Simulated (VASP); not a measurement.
Write the native input for VASP 6.6.1 that does the following.

| Item | Value |
| --- | --- |
| Task | electric field gradients |
| Functional | PBE |
| Potentials or basis | VASP PAW PBE potentials, release 64 (Ru_pv, Bi_d) |
| Cutoff | 520 eV |
| k mesh | 10 × 10 × 10 |
| Occupations | fermi-dirac, width 0.05 eV |
| Spin | no spin polarisation |
| Dipole correction | no |
| Further INCAR settings | ALGO = Normal; EDIFF = 1e-08; NBANDS = 22 |

The structure of BiRu (rocksalt type) lies in POSCAR:

```
BiRu
1.0
    0.0000000000      2.7747409752      2.7747409752
    2.7747409752      0.0000000000      2.7747409752
    2.7747409752      2.7747409752      0.0000000000
Ru Bi
1 1
Direct
    0.0000000000      0.0000000000      0.0000000000
    0.5000000000      0.5000000000      0.5000000000
```

These files were run (other wordings do the same):

INCAR

```
SYSTEM = BiRu
PREC = Accurate
ENCUT = 520
EDIFF = 1E-8
ISMEAR = -1
SIGMA = 0.05
LREAL = .FALSE.
LASPH = .TRUE.
NELM = 80
ALGO = Normal
ISIF = 2
LWAVE = .FALSE.
LCHARG = .FALSE.
GGA = PE
LEFG = .TRUE.
NBANDS = 22
```

KPOINTS

```
Automatic mesh
0
G
  10 10 10
  0 0 0
```

Potentials or basis: VASP PAW PBE potentials, release 64 (Ru_pv, Bi_d).

Run with:

```bash
$ cat potpaw_PBE.64/Ru_pv/POTCAR potpaw_PBE.64/Bi_d/POTCAR > POTCAR
$ mpirun -np 1 vasp_std > vasp.out
```

It gave:

| Item | Value |
| --- | --- |
| Pressure | 0.1 GPa |

Caveat: without QUAD_EFG the Cq values of the log hold for a quadrupole moment of 1 mb, not for the nuclei.

Run time: 28 s on 1 thread of Intel(R) Xeon(R) Platinum 8488C (Sapphire Rapids) (shared host), peak memory 0.19 GiB.
